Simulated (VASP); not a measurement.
# Al2Cu (I4/mmm) in VASP: a series of runs

The runs below take Al2Cu through single point, with LDA.

All numbers are computed with VASP 6.6.1; they aren't measurements. Logs are shortened: lines on timing, memory, paths and dates and some standing lists are left out, and cuts for length are marked.

## (1) The cell of the first run

It takes space group I4/mmm (No. 139, tetragonal). The conventional cell has a = 3.822 Å, b = 3.822 Å, c = 5.859 Å, α = 90.00°, β = 90.00°, γ = 90.00°. Al (site symmetry -4m2) has 4 Cu at 2.41 Å and 6 Al at 2.70 to 2.93 Å within 3.2 Å. Within 3.2 Å of Cu (site symmetry 4/mmm) lie 8 Al at 2.41 Å.

## (2) Single point, LDA

Input file INCAR:

```
PREC = Accurate ; ENCUT = 520
EDIFF = 1E-7 ; ISMEAR = 0
SIGMA = 0.15 ; LREAL = False
LASPH = True ; NELM = 80
ALGO = Fast ; ISIF = 2
LWAVE = False ; LCHARG = False
NBANDS = 16
```

Input file KPOINTS:

```
Automatic mesh
0
Gamma
  14 14 14
```

Input file POSCAR:

```
Al2Cu
1.0
   -1.9111328529      1.9111328529      2.9296000000
    1.9111328529     -1.9111328529      2.9296000000
    1.9111328529      1.9111328529     -2.9296000000
Al Cu
2 1
Direct
    0.7500000000      0.2500000000      0.5000000000
    0.2500000000      0.7500000000      0.5000000000
    0.5000000000      0.5000000000      0.0000000000
```

Potentials or basis: VASP PAW LDA potentials, release 64 (Al, Cu).

Run with:

```console
$ cat potpaw_LDA.64/Al/POTCAR potpaw_LDA.64/Cu/POTCAR > POTCAR
$ mpirun -np 1 vasp_std > vasp.out
```

OUTCAR:

```text
PREC = Accurate
   ENCUT = 520
   EDIFF = 1E-7
   ISMEAR = 0
   LREAL = False
   LASPH = True
   NELM = 80
   ISIF = 2

 ion  position               nearest neighbor table
   1  0.750  0.250  0.500-   3 2.41   3 2.41   3 2.41   3 2.41   2 2.70   2 2.70   2 2.70   2 2.70
                             2 2.93   2 2.93
   2  0.250  0.750  0.500-   3 2.41   3 2.41   3 2.41   3 2.41   1 2.70   1 2.70   1 2.70   1 2.70
                             1 2.93   1 2.93
   3  0.500  0.500  0.000-   2 2.41   1 2.41   1 2.41   2 2.41   1 2.41   2 2.41   2 2.41   1 2.41

  LATTYP: Found a body centered tetragonal cell.
 ALAT       =     3.8222657058
 C/A-ratio  =     1.5329127933

  Lattice vectors:

 A1 = (  -1.9111328529,   1.9111328529,   2.9296000000)
 A2 = (   1.9111328529,  -1.9111328529,   2.9296000000)
 A3 = (   1.9111328529,   1.9111328529,  -2.9296000000)

Analysis of symmetry for initial positions (statically):
=====================================================================
 Subroutine PRICEL returns:
 Original cell was already a primitive cell.

 Routine SETGRP: Setting up the symmetry group for a
 body centered tetragonal supercell.

 Subroutine GETGRP returns: Found 16 space group operations
 (whereof 16 operations were pure point group operations)
 out of a pool of 16 trial point group operations.

The static configuration has the point symmetry D_4h.

Analysis of symmetry for dynamics (positions and initial velocities):
=====================================================================
 Subroutine PRICEL returns:
 Original cell was already a primitive cell.

 Routine SETGRP: Setting up the symmetry group for a
 body centered tetragonal supercell.

 Subroutine GETGRP returns: Found 16 space group operations
 (whereof 16 operations were pure point group operations)
 out of a pool of 16 trial point group operations.

The dynamic configuration has the point symmetry D_4h.

 Subroutine INISYM returns: Found 16 space group operations
 (whereof 16 operations are pure point group operations),
 and found     1 'primitive' translations

----------------------------------------------------------------------------------------

                                     Primitive cell

  volume of cell :      42.8006

  direct lattice vectors                    reciprocal lattice vectors
    -1.911132853  1.911132853  2.929600000     0.000000000  0.261624931  0.170671764
     1.911132853 -1.911132853  2.929600000     0.261624931  0.000000000  0.170671764
     1.911132853  1.911132853 -2.929600000     0.261624931  0.261624931  0.000000000

  length of vectors
     3.985901871  3.985901871  3.985901871     0.312372302  0.312372302  0.369993525

  position of ions in fractional coordinates (direct lattice)
     0.750000000  0.250000000  0.500000000
     0.250000000  0.750000000  0.500000000
     0.500000000  0.500000000  0.000000000

  ion indices of the primitive-cell ions
   primitive index   ion index
                 1           1
                 2           2
                 3           3

----------------------------------------------------------------------------------------

 KPOINTS: Automatic mesh

Automatic generation of k-mesh.
 Grid dimensions read from file:
 generate k-points for:   14   14   14

 Generating k-lattice:

  Cartesian coordinates                     Fractional coordinates (reciprocal lattice)
     0.000000000  0.018687495  0.012190840     0.071428571  0.000000000 -0.000000000
     0.018687495  0.000000000  0.012190840     0.000000000  0.071428571 -0.000000000
     0.018687495  0.018687495  0.000000000     0.000000000  0.000000000  0.071428571

  Length of vectors
     0.022312307  0.022312307  0.026428109

  Shift w.r.t. Gamma in fractional coordinates (k-lattice)
     0.000000000  0.000000000  0.000000000

 Subroutine IBZKPT returns following result:
 ===========================================

 Found    244 irreducible k-points:

 Following reciprocal coordinates:
            Coordinates               Weight
  0.000000  0.000000  0.000000      1.000000
  0.071429 -0.000000  0.000000      8.000000
  0.142857 -0.000000  0.000000      8.000000
  0.214286  0.000000 -0.000000      8.000000
  0.285714 -0.000000  0.000000      8.000000
  0.357143 -0.000000  0.000000      8.000000
[... 16 lines left out ...]
  0.214286  0.142857  0.000000     16.000000
  0.285714  0.142857  0.000000     16.000000
 [... further k-points ...]
   k-points           NKPTS =    244   k-points in BZ     NKDIM =    244   number of bands    NBANDS=     16
   number of dos      NEDOS =    301   number of ions     NIONS =      3
   total plane-waves  NPLWV =  27000
   dimension x,y,z NGX =    30 NGY =   30 NGZ =   30
   dimension x,y,z NGXF=    60 NGYF=   60 NGZF=   60
   ions per type =               2   1
   NGX,Y,Z   is equivalent  to a cutoff of  12.51, 12.51, 12.51 a.u.
   NGXF,Y,Z  is equivalent  to a cutoff of  25.03, 25.03, 25.03 a.u.
 SYSTEM =  unknown system
   PREC   = accura    normal or accurate (medium, high low for compatibility)
   ISTART =      0    job   : 0-new  1-cont  2-samecut
   ICHARG =      2    charge: 1-file 2-atom 10-const
   ISPIN  =      1    spin polarized calculation?
   LNONCOLLINEAR =      F non collinear calculations
   LSORBIT =      F    spin-orbit coupling
   LASPH  =      T    aspherical Exc in radial PAW
   ENCUT  =  520.0 eV  38.22 Ry    6.18 a.u.   7.41  7.41  7.41*2*pi/ulx,y,z
   NELM   =     80;   NELMIN=  2; NELMDL= -5     # of ELM steps
   EDIFF  = 0.1E-06   stopping-criterion for ELM
   LREAL  =      F    real-space projection
   EDIFFG = 0.1E-05   stopping-criterion for IOM
   NSW    =      0    number of steps for IOM
   IBRION =     -1    ionic relax: 0-MD 1-quasi-New 2-CG
   NFREE  =      0    steps in history (QN), initial steepest desc. (CG)
   ISIF   =      2    stress and relaxation
   ISYM   =      2    0-nonsym 1-usesym 2-fastsym
   POTIM  = 0.5000    time-step for ionic-motion
   TEBEG  =    0.0;   TEEND  =   0.0 temperature during run
   PSTRESS=    0.0 pullay stress
   NELECT =      17.0000    total number of electrons
   NUPDOWN=      -1.0000    fix difference up-down
   EMIN   =  10.00;   EMAX   =-10.00  energy-range for DOS
   EFERMI =   0.00;   METHOD = LEGACY
   ISMEAR =     0;   SIGMA  =   0.15  broadening in eV -4-tet -1-fermi 0-gaus
   EFERMI_NEDOS =   21; number of points for ismear=-14 and -15
   IALGO  =     68    algorithm
   IMIX   =      4    mixing-type and parameters
     AMIX     =   0.40;   BMIX     =  1.00
     AMIX_MAG =   1.60;   BMIX_MAG =  1.00
  volume/ion in A,a.u.               =      14.27        96.28
  Fermi-wavevector in a.u.,A,eV,Ry     =   1.203394  2.274085 19.703368  1.448157
  Thomas-Fermi vector in A             =   2.339148
   LORBIT       =      0    0 simple, 1 ext, 2 COOP (PROOUT), +10 PAW based schemes
   GGA     = CA    functional components
   LHFCALC =     F    Hartree Fock is set to
   AEXX    =    0.0000 exact exchange contribution
   IVDW    =     0    specifies the selected vdW correction
   LEPSILON=     F    determine dielectric tensor
   LRPA    =     F    only Hartree local field effects (RPA)
 non-spin polarized calculation
 RMM-DIIS sequential band-by-band and
 Gauss-broadening in eV      SIGMA  =   0.15
  energy-cutoff  :      520.00
  volume of cell :       42.80
 maximum number of plane-waves:      1167
 NGX is ok and might be reduce to    30
   NGX = 15   NGY = 15   NGZ = 15

 number of electron      16.9999990 magnetization

 Free energy of the ion-electron system (eV)
  ---------------------------------------------------
  ext. energy  EPLUGINS =         0.00000000
  ---------------------------------------------------
  free energy    TOTEN  =       -13.56918333 eV

  energy without entropy =      -13.55922343  energy(sigma->0) =      -13.56420338

 E-fermi :   7.9643     XC(G=0): -11.1290

 val. band max:        7.9620955115   @ k =  -0.1429  -0.1429   0.0714
 cond. band min:       7.9803507230   @ k =   0.1429  -0.0000   0.0000
 fundamental gap:      0.0182552115
 Fermi energy:         7.9642597248

 k-point     1 :       0.0000    0.0000    0.0000
  band No.  band energies     occupation
      1      -2.9256      2.00000
      2       2.8854      2.00000
      3       2.8854      2.00000
      4       2.9630      2.00000
      5       3.4446      2.00000
      6       3.5987      2.00000
[... 8 lines left out ...]
     15      14.9805      0.00000
     16      16.3890      0.00000

 k-point     2 :       0.0714   -0.0000    0.0000
  band No.  band energies     occupation
      1      -2.8518      2.00000
      2       2.8692      2.00000
      3       2.8979      2.00000
      4       2.9679      2.00000
      5       3.4430      2.00000
      6       3.5941      2.00000
[... 8 lines left out ...]
     15      15.1792      0.00000
     16      15.2203      0.00000

 k-point     3 :       0.1429   -0.0000    0.0000
  band No.  band energies     occupation
      1      -2.6314      2.00000
      2       2.8089      2.00000
      3       2.9326      2.00000
      4       2.9893      2.00000
      5       3.4425      2.00000
      6       3.5828      2.00000
[... 8 lines left out ...]
     15      14.8608      0.00000
     16      15.1198      0.00000

 k-point     4 :       0.2143    0.0000   -0.0000
  band No.  band energies     occupation
      1      -2.2676      2.00000
      2       2.6939      2.00000
      3       2.9803      2.00000
      4       3.0185      2.00000
      5       3.4539      2.00000
      6       3.5715      2.00000
[... 8 lines left out ...]
     15      14.6489      0.00000
     16      16.0328      0.00000
[... 324 lines left out ...]
 k-point    22 :       0.1429    0.1429    0.0000
  band No.  band energies     occupation
      1      -2.1662      2.00000
      2       2.7346      2.00000
      3       2.9547      2.00000
      4       3.0488      2.00000
      5       3.4062      2.00000
      6       3.5912      2.00000
[... 8 lines left out ...]
     15      16.7350      0.00000
     16      17.5159      0.00000

 k-point    23 :       0.2143    0.1429    0.0000
  band No.  band energies     occupation
      1      -1.7223      2.00000
      2       2.6221      2.00000
      3       2.9679      2.00000
      4       3.0977      2.00000
      5       3.4069      2.00000
      6       3.5931      2.00000
[... 8 lines left out ...]
     15      16.7371      0.00000
     16      18.4622      0.00000

 k-point    24 :       0.2857    0.1429    0.0000
  band No.  band energies     occupation
      1      -1.1500      2.00000
      2       2.4001      2.00000
      3       2.9797      2.00000
      4       3.1281      2.00000
      5       3.4378      2.00000
      6       3.5883      2.00000
[... 8 lines left out ...]
     15      16.2841      0.00000
     16      19.1968      0.00000

 [... further k-points ...]

------------------------ aborting loop because EDIFF is reached ----------------------------------------

  FORCE on cell =-STRESS in cart. coord.  units (eV):
  Direction    XX          YY          ZZ          XY          YZ          ZX
  --------------------------------------------------------------------------------------
  -------------------------------------------------------------------------------------
  Total        3.0637675      3.0637675      0.7557935      0.0000000      0.0000000      0.0000000
  in kB      114.6875594    114.6875594     28.2920007      0.0000000      0.0000000      0.0000000
  external PRESSURE =      85.8890398 kB  Pullay stress =       0.0000000 kB

 VOLUME and BASIS-vectors are now :
 -----------------------------------------------------------------------------
  energy-cutoff  :      520.00
  volume of cell :       42.80
      direct lattice vectors                 reciprocal lattice vectors
    -1.911132853  1.911132853  2.929600000     0.000000000  0.261624931  0.170671764
     1.911132853 -1.911132853  2.929600000     0.261624931  0.000000000  0.170671764
     1.911132853  1.911132853 -2.929600000     0.261624931  0.261624931  0.000000000

 POSITION                                       TOTAL-FORCE (eV/Angst)
 -----------------------------------------------------------------------------------
     -0.00000      1.91113      1.46480        -0.000000      0.000000      0.000000
      1.91113     -0.00000      1.46480         0.000000     -0.000000     -0.000000
      0.00000      0.00000      2.92960        -0.000000     -0.000000     -0.000000
 -----------------------------------------------------------------------------------
    total drift:                                0.000000     -0.000000      0.000000

  FREE ENERGIE OF THE ION-ELECTRON SYSTEM (eV)
  ---------------------------------------------------
  free  energy   TOTEN  =       -13.5691833288 eV

  energy  without entropy=      -13.5592234267  energy(sigma->0) =      -13.56420338
```

Run time: 3.7 min. Hardware: 1 thread of AMD EPYC 7R13 (Zen 3), shared host; peak memory 0.24 GiB.

What came out:

```yaml
Free_energy: -13.5692 eV
Pressure: 8.6 GPa
Band_gap_on_the_k_mesh: zero (an odd number of electrons rules out a gap without spin polarisation)
```

Stress tensor (GPa, compression positive):
```
11.47  0.00  0.00
 0.00 11.47  0.00
 0.00  0.00  2.83
```

Caveat: the cell stands under pressure.

## (3) Single point, LDA

This run uses another cell than the first one, of 14.50 Å³/atom.

Input file INCAR:

```
  ALGO = Fast
  EDIFF = 1E-7
  ENCUT = 520
  GGA = CA
  ISIF = 2
  ISMEAR = 0
  LASPH = T
  LCHARG = F
  LREAL = F
  LWAVE = F
  NBANDS = 16
  NELM = 60
  PREC = Accurate
  SIGMA = 0.15
```

Input file KPOINTS:

```
k-points
0
Gamma
  14 14 14
```

Input file POSCAR:

```
Al2Cu
1.0
   -1.9111328529      1.9111328529      2.9768500000
    1.9111328529     -1.9111328529      2.9768500000
    1.9111328529      1.9111328529     -2.9768500000
Al Cu
2 1
Direct
    0.7500000000      0.2500000000      0.5000000000
    0.2500000000      0.7500000000      0.5000000000
    0.5000000000      0.5000000000      0.0000000000
```

Potentials or basis: VASP PAW LDA potentials, release 64 (Al, Cu).

Run with:

```console
$ cat potpaw_LDA.64/Al/POTCAR potpaw_LDA.64/Cu/POTCAR > POTCAR
$ mpirun -np 1 vasp_std > vasp.out
```

Wall time 4.1 min (1 thread of AMD EPYC 7R13 (Zen 3), shared host); peak memory 0.25 GiB.

The run converged. Its results:

```
Free energy            : -13.5757 eV
Pressure               : 6.5 GPa
Band gap on the k mesh : zero (an odd number of electrons rules out a gap without spin polarisation)
```

Stress tensor (GPa, compression positive):
```
9.71 0.00 0.00
0.00 9.71 0.00
0.00 0.00 0.01
```

Levels at points of the mesh, in eV from the Fermi level:
```tsv
k point	band 5	band 6	band 7	band 8	band 9	band 10	band 11	band 12	band 13	band 14
(0.00, 0.00, 0.00)	-4.46	-4.28	2.39	2.87	2.87	3.23	3.23	3.97	5.09	5.38
(0.50, 0.00, 0.00)	-4.41	-4.30	-4.18	0.09	1.10	2.43	3.39	4.77	4.83	9.68
(0.50, 0.50, 0.00)	-4.31	-4.25	-3.85	-2.66	-1.95	0.25	1.35	9.07	9.70	9.75
(0.50, 0.50, 0.50)	-4.49	-4.24	-4.15	-1.65	-1.65	1.49	1.89	9.28	11.84	11.84
```

Caveat: the cell stands under pressure.

## (4) Single point, LDA

This run uses another cell than the first one, of 14.43 Å³/atom.

Input file INCAR:

```
PREC = Accurate
ENCUT = 520
EDIFF = 1E-6
ISMEAR = 0
SIGMA = 0.15
LREAL = False
LASPH = True
NELM = 60
ALGO = Fast
ISIF = 2
LWAVE = False
LCHARG = True
LELF = True
LVHAR = True
NBANDS = 16
```

Input file KPOINTS:

```
regular mesh
0
Gamma
  14 14 14
```

Input file POSCAR:

```
Al2Cu
1.0
   -2.0046693320      2.0046693320      2.6933500000
    2.0046693320     -2.0046693320      2.6933500000
    2.0046693320      2.0046693320     -2.6933500000
Al Cu
2 1
Direct
    0.7500000000      0.2500000000      0.5000000000
    0.2500000000      0.7500000000      0.5000000000
    0.5000000000      0.5000000000      0.0000000000
```

Run with:

```console
$ cat potpaw_LDA.64/Al/POTCAR potpaw_LDA.64/Cu/POTCAR > POTCAR
$ mpirun -np 1 vasp_std > vasp.out
```

It took 3.7 min on 1 thread of AMD EPYC 7R13 (Zen 3), shared host; peak memory 0.25 GiB.

Results (log left out):

- Free energy: -13.6274 eV
- Pressure: 7.3 GPa
- Band gap on the k mesh: zero (an odd number of electrons rules out a gap without spin polarisation)

Stress tensor (GPa, compression positive):
```
 4.92  0.00  0.00
 0.00  4.92  0.00
 0.00  0.00 11.94
```

Levels at points of the mesh, in eV from the Fermi level:
| k point | band 7 | band 8 | band 9 | band 10 | band 11 | band 12 |
| --- | --- | --- | --- | --- | --- | --- |
| (0.00, 0.00, 0.00) | 2.82 | 2.82 | 2.83 | 3.20 | 3.43 | 3.43 |
| (0.50, 0.00, 0.00) | -4.28 | 0.38 | 0.82 | 2.97 | 3.09 | 4.55 |
| (0.50, 0.50, 0.00) | -4.08 | -2.19 | -1.80 | 0.89 | 1.62 | 9.21 |
| (0.50, 0.50, 0.50) | -3.93 | -2.36 | -2.36 | 0.22 | 1.30 | 9.34 |

Caveat: the cell stands under pressure.

## (5) Single point, LDA

This run uses another cell than the first one, of 14.68 Å³/atom.

Input file INCAR:

```
SYSTEM = Al2Cu
PREC = Accurate
ENCUT = 520
EDIFF = 1E-6
ISMEAR = 0
SIGMA = 0.15
LREAL = .False.
LASPH = .True.
NELM = 80
ALGO = Fast
ISIF = 2
LWAVE = .False.
LCHARG = .False.
GGA = CA
NBANDS = 16
```

Input file KPOINTS:

```
regular mesh
0
Gamma
  14 14 14
  0 0 0
```

Input file POSCAR:

```
Al2Cu
1.0
   -2.0046693320      2.0046693320      2.7406000000
    2.0046693320     -2.0046693320      2.7406000000
    2.0046693320      2.0046693320     -2.7406000000
Al Cu
2 1
Direct
    0.7500000000      0.2500000000      0.5000000000
    0.2500000000      0.7500000000      0.5000000000
    0.5000000000      0.5000000000      0.0000000000
```

Run with:

```console
$ cat potpaw_LDA.64/Al/POTCAR potpaw_LDA.64/Cu/POTCAR > POTCAR
$ mpirun -np 1 vasp_std > vasp.out
```

It took 3.6 min on 1 thread of AMD EPYC 7R13 (Zen 3), shared host; peak memory 0.25 GiB.

It converged, with:

```yaml
Free_energy: -13.6723 eV
Pressure: 4.7 GPa
Band_gap_on_the_k_mesh: zero (an odd number of electrons rules out a gap without spin polarisation)
```

Stress tensor (GPa, compression positive):
```
3.22 0.00 0.00
0.00 3.22 0.00
0.00 0.00 7.53
```

Levels at points of the mesh, in eV from the Fermi level:
| k point | band 6 | band 7 | band 8 | band 9 | band 10 | band 11 | band 12 | band 13 |
| --- | --- | --- | --- | --- | --- | --- | --- | --- |
| (0.00, 0.00, 0.00) | -4.31 | 2.85 | 2.85 | 2.90 | 3.11 | 3.29 | 3.29 | 4.90 |
| (0.50, 0.00, 0.00) | -4.27 | -4.24 | 0.46 | 0.76 | 2.99 | 3.10 | 4.32 | 4.64 |
| (0.50, 0.50, 0.00) | -4.17 | -4.03 | -2.14 | -1.88 | 0.73 | 1.59 | 9.20 | 10.75 |
| (0.50, 0.50, 0.50) | -4.17 | -3.93 | -2.25 | -2.25 | 0.30 | 1.38 | 9.28 | 11.15 |

Caveat: the cell stands under pressure.

## (6) Overview

| cell | further INCAR settings | gap on the mesh (eV) | pressure (GPa) |
| --- | --- | --- | --- |
| a = 3.986 Å, angles 122.7, 122.7, 85.4°, 3 atoms | ALGO = Fast; EDIFF = 1e-07; NBANDS = 16 | none | 8.6 |
| a = 4.021 Å, angles 123.2, 123.2, 84.5°, 3 atoms | ALGO = Fast; EDIFF = 1e-07; NBANDS = 16 | none | 6.5 |
| a = 3.910 Å, angles 118.3, 118.3, 92.9°, 3 atoms | ALGO = Fast; EDIFF = 1e-06; NBANDS = 16 | none | 7.3 |
| a = 3.943 Å, angles 118.9, 118.9, 91.9°, 3 atoms | ALGO = Fast; EDIFF = 1e-06; NBANDS = 16 | none | 4.7 |

Alike in all rows: task single point; level LDA; potentials or basis VASP PAW LDA potentials, release 64 (Al, Cu); no spin polarisation; k mesh 14 × 14 × 14; cutoff (eV) 520; smearing gaussian 0.15 eV.

Caveats: the cell stands under pressure.

Absolute energies hang on the potentials; compare differences alone.
